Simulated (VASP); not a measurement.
## K: single point with PBE

The system is K.

```xyz
1
Lattice="-2.5853 2.5853 2.6180 2.5853 -2.5853 2.6180 2.6507 2.6507 -2.6180" Properties=species:S:1:pos:R:3 pbc="T T T"
K     0.0000    0.0000    0.0000
```

This cell differs from its parent crystal: strain +0.0250 x Voigt [0, 0, 0, 0, 0, 1].

```json
{"Program": "VASP 6.6.1", "Task": "single point", "Functional": "PBE", "Potentials or basis": "VASP PAW PBE potentials, release 64 (K_sv)", "Cutoff": "520 eV", "k mesh": "14 × 14 × 14", "Occupations": "gaussian, width 0.15 eV", "Spin": "no spin polarisation", "Dipole correction": "no", "Further INCAR settings": "ALGO = Fast; EDIFF = 1e-06; NBANDS = 10"}
```

* Pressure: 0.1 GPa
* Band gap on the k mesh: zero (an odd number of electrons rules out a gap without spin polarisation)

Stress tensor (GPa, compression positive):
```
 0.10 -0.07  0.00
-0.07  0.10  0.00
 0.00  0.00  0.10
```

Levels at points of the mesh, in eV from the Fermi level:
```
           k point  band 1  band 2  band 3  band 4  band 5  band 6  band 7  band 8  band 9
(0.00, 0.00, 0.00)  -32.12  -15.57  -15.57  -15.57   -2.19    4.26    4.30    4.37    5.24
(0.50, 0.00, 0.00)  -32.12  -15.64  -15.59  -15.57    0.44    0.70    3.17    4.92    5.78
(0.50, 0.50, 0.00)  -32.12  -15.65  -15.60  -15.57    0.50    0.77    3.16    4.85    5.70
(0.00, 0.00, 0.50)  -32.12  -15.64  -15.59  -15.57    0.39    0.63    3.18    4.99    5.85
(0.50, 0.50, 0.50)  -32.11  -15.63  -15.62  -15.62    1.66    1.66    3.54    3.54    3.54
```

Run time: 2.1 min on 1 thread of AMD EPYC 9R45 96-Core Processor (Zen 5), on a shared host, peak memory 0.39 GiB.

Caveat: the cell differs from its parent crystal (strain +0.0250 x Voigt [0, 0, 0, 0, 0, 1]).
